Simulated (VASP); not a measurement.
TaN:

```
Ta N
1.0
     2.80703    0.00000    0.00000
    -1.40351    2.43096    0.00000
     0.00000    0.00000    2.75590
Ta N
1 1
Direct
  0.33333 0.66667 0.50000
  0.00000 0.00000 0.00000
```

This cell differs from its parent crystal: strain -0.040 along x and y, -0.040 along z.

Base run:

```yaml
Program: VASP 6.6.1
Functional: PBEsol
Potentials_or_basis: VASP PAW PBE potentials, release 64 (Ta_sv_GW, N)
Cutoff: 600 eV
k_mesh: 24 × 24 × 20
Occupations: gaussian, width 0.15 eV
Spin: no spin polarisation
```

Its results: band gap on the k mesh zero (band 9 reaches 14.81 eV, above the bottom of band 10 at 14.21 eV); pressure 58.4 GPa.

Task: The run is repeated on the same cell with these changes: potentials or basis from VASP PAW PBE potentials, release 64 (Ta_sv_GW, N) to VASP PAW PBE potentials, release 64 (Ta_pv, N); cutoff from 600 eV to 520 eV; further incar settings from ALGO = Normal; EDIFF = 1e-06; NBANDS = 16 to ALGO = Normal; EDIFF = 1e-06; NBANDS = 15; valence electrons from 18 to 16. What comes out?

Result: Band gap on the k mesh zero (band 8 reaches 10.01 eV, above the bottom of band 9 at 9.42 eV); pressure 59.6 GPa.

Caveats: the PAW data sets were made with another functional, which shifts forces and pressure a little; spin-orbit coupling is left out, which moves the levels of the heavy elements.
